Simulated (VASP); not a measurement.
Here is a VASP 6.6.1 calculation.

The input INCAR:

```
SYSTEM = BeTe
PREC = Accurate
ENCUT = 520
EDIFF = 1E-6
ISMEAR = 0
SIGMA = 0.05
LREAL = .FALSE.
LASPH = .TRUE.
NELM = 100
ALGO = Normal
ISIF = 2
LWAVE = .FALSE.
LCHARG = .TRUE.
GGA = CA
LELF = .TRUE.
LVHAR = .TRUE.
NBANDS = 11
```

Contents of KPOINTS:

```
Automatic mesh
0
G
  10 10 10
  0 0 0
```

Contents of POSCAR:

```
BeTe
1.0
    0.0000000000      2.7700000000      2.7700000000
    2.7700000000      0.0000000000      2.7700000000
    2.7700000000      2.7700000000      0.0000000000
Be Te
1 1
Direct
    0.0000000000      0.0000000000      0.0000000000
    0.7500000000      0.7500000000      0.7500000000
```

Potentials or basis: VASP PAW LDA potentials, release 64 (Be, Te).

Launch:

```bash
$ cat potpaw_LDA.64/Be/POTCAR potpaw_LDA.64/Te/POTCAR > POTCAR
$ mpirun -np 1 vasp_std > vasp.out
```

(1) Predict the pressure.

(2) Predict the band gap on the k mesh.

## Answers

(1) 0.8 GPa.

(2) 1.75 eV, indirect (least direct gap 3.54 eV).

Caveat: spin-orbit coupling is left out, which moves the levels of the heavy elements.
